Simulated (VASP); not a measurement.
Wanted: the native input for a VASP 6.6.1 run.

* Task: single point
* Functional: r2SCAN
* Dispersion: D4
* Potentials or basis: VASP PAW PBE potentials, release 64 (Pd)
* Cutoff: 520 eV
* k mesh: 8 × 8 × 4
* Occupations: methfessel-paxton, width 0.1 eV
* Spin: no spin polarisation
* Dipole correction: no
* Further INCAR settings: ALGO = Normal; EDIFF = 1e-06; NBANDS = 17

The system is Pd.

```
Pd
1.0
     2.71504    0.02247    0.00809
    -1.33806    2.41845    0.02526
     0.01345    0.05626    4.62379
Pd
2
Cartesian
  1.3335 0.8535 3.4851
  0.0472 1.6334 1.1864
```

The input as run:

POSCAR

```
Pd
1.0
    2.7150400000      0.0224700000      0.0080900000
   -1.3380600000      2.4184500000      0.0252600000
    0.0134500000      0.0562600000      4.6237900000
Pd
2
Direct
    0.6497535991      0.3293942733      0.7507899676
    0.3445300000      0.6663400000      0.2523500000
```

INCAR.step1

```
PREC     = Accurate       # precision mode
ENCUT    = 520            # plane-wave cutoff, eV
ISMEAR   = 1              # smearing method
SIGMA    = 0.1            # smearing width, eV
LREAL    = F              # projectors in reciprocal space
LASPH    = T              # aspherical terms in the spheres
NELM     = 80             # most SCF steps
NBANDS   = 17             # bands
GGA      = PE             # functional
ALGO     = Normal         # electronic algorithm
EDIFF    = 1E-4           # SCF threshold, eV
LWAVE    = T              # write WAVECAR
LCHARG   = F              # write CHGCAR
```

INCAR.step2

```
PREC     = Accurate       # precision mode
ENCUT    = 520            # plane-wave cutoff, eV
EDIFF    = 1E-6           # SCF threshold, eV
ISMEAR   = 1              # smearing method
SIGMA    = 0.1            # smearing width, eV
LREAL    = F              # projectors in reciprocal space
LASPH    = T              # aspherical terms in the spheres
NELM     = 80             # most SCF steps
ALGO     = Normal         # electronic algorithm
ISIF     = 2              # what is computed and relaxed
LWAVE    = F              # write WAVECAR
LCHARG   = F              # write CHGCAR
METAGGA  = R2SCAN         # meta-GGA
LMIXTAU  = T            
IVDW     = 13             # dispersion correction
VDW_S6   = 1.0          
VDW_S8   = 0.6018749    
VDW_A1   = 0.51559235   
VDW_A2   = 5.77342911   
NBANDS   = 17             # bands
ISTART   = 1
```

KPOINTS

```
Automatic mesh
0
Gamma
  8 8 4
```

Potentials or basis: VASP PAW PBE potentials, release 64 (Pd).

Launch:

```console
$ cat potpaw_PBE.64/Pd/POTCAR > POTCAR
$ cp INCAR.step1 INCAR
$ mpirun -np 1 vasp_std > vasp.out
$ cp INCAR.step2 INCAR
$ mpirun -np 1 vasp_std > vasp.out
```

Results of the run:

| Property | Result |
| --- | --- |
| Pressure | -3.3 GPa |
| Largest force | 0.137 eV/Å |
| Band gap on the k mesh | zero (band 10 reaches 9.36 eV, above the bottom of band 11 at 8.41 eV) |
| Dispersion energy per atom | -0.164 eV |

Caveat: the PAW data sets were made with another functional, which shifts forces and pressure a little; pairwise dispersion overbinds metals, which lowers pressure and volume.

Run time: 110 s on 1 thread of Intel(R) Xeon(R) 6975P-C (Granite Rapids) (shared host), peak memory 0.19 GiB.
